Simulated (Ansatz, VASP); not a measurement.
Two plane-wave programs on SnPb2O3

```
Sn Pb O
1.0
     4.00021   -0.00108    0.00755
    -0.00135    3.97620    0.01372
     0.03036    0.05410   16.62089
Sn Pb O
2 4 6
Direct
  0.99970 0.50102 0.74062
  0.50029 0.99924 0.25929
  0.99898 0.49777 0.07324
  0.99819 0.49544 0.40003
  0.50111 0.00170 0.92693
  0.50175 0.00482 0.59989
  0.00061 0.00303 0.67313
  0.00001 0.99985 0.99969
  0.99919 0.99751 0.32606
  0.50073 0.50276 0.67386
  0.50011 0.49964 0.00048
  0.49932 0.49721 0.32678
```

Change from the starting cell: cell x1, atoms moved at random (sigma 0.15 Å) and cell strained at random (1.5 %), then relaxed without symmetry.

Alike in both runs: functional PBE; k mesh 4 × 4 × 1; occupations gaussian, width 0.1 eV; no spin polarisation.

Ansatz relaxed the structure, and its values are those at the end. VASP's run is a single point on that final structure, the one shown.

```csv
,VASP,Ansatz
version,VASP 6.6.1,Ansatz 0.2.0
potentials or method,"VASP PAW PBE potentials, release 64 (Sn_d, Pb_d, O), cutoff 520 eV","scalar-relativistic, plane waves, PAW"
valence electrons in the cell,120,120
```

VASP gave:

| Item | Value |
| --- | --- |
| gap on the k mesh at the Fermi level (eV) | 1.10 |
| least direct gap on the mesh (eV) | 1.10 |
| pressure (GPa) | 0.0 |
| rms of the force components (eV/Å) | 0.021 |

Task: Estimate Ansatz's values.

Result: gap on the k mesh at the Fermi level (eV): 1.13; least direct gap on the mesh (eV): 1.13; pressure (GPa): -0.1; rms of the force components (eV/Å): 0.001.

Neither program's run includes spin-orbit coupling.
